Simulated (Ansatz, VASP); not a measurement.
**ZnS: VASP beside Ansatz**

```
CELL_PARAMETERS angstrom
3.81100 0.00000 0.00000
-1.90550 3.30042 0.00000
0.00000 0.00000 6.23400
ATOMIC_POSITIONS crystal
Zn 0.20163 0.57026 0.00000
Zn 0.66667 0.33333 0.50000
S 0.33333 0.66667 0.38500
S 0.66667 0.33333 0.88500
```

Alike in both runs: task single point; functional r2SCAN; k mesh 6 × 6 × 4; occupations gaussian, width 0.05 eV; no spin polarisation.

```csv
,VASP,Ansatz
version,VASP 6.6.1,Ansatz 0.2.0
potentials or method,"VASP PAW PBE potentials, release 64 (Zn, S), cutoff 520 eV","scalar-relativistic, plane waves, PAW"
valence electrons in the cell,36,36
```

Ansatz gave:

```
gap on the k mesh at the Fermi level (eV)                     : 2.67
least direct gap on the mesh (eV)                             : 2.67
pressure (GPa)                                                : 5.9
traceless stress, the component that is largest in VASP (GPa) : 8.29
rms of the force components (eV/Å)                            : 2.727
```

Problem. Estimate VASP's values.

Solution. gap on the k mesh at the Fermi level (eV): 2.68; least direct gap on the mesh (eV): 2.68; pressure (GPa): 6.1; traceless stress, the component that is largest in VASP (GPa): 8.42; rms of the force components (eV/Å): 2.767.

VASP's potentials were made for PBE, not for r2SCAN. Atom by atom the forces differ by 0.041 eV/Å (rms over components).
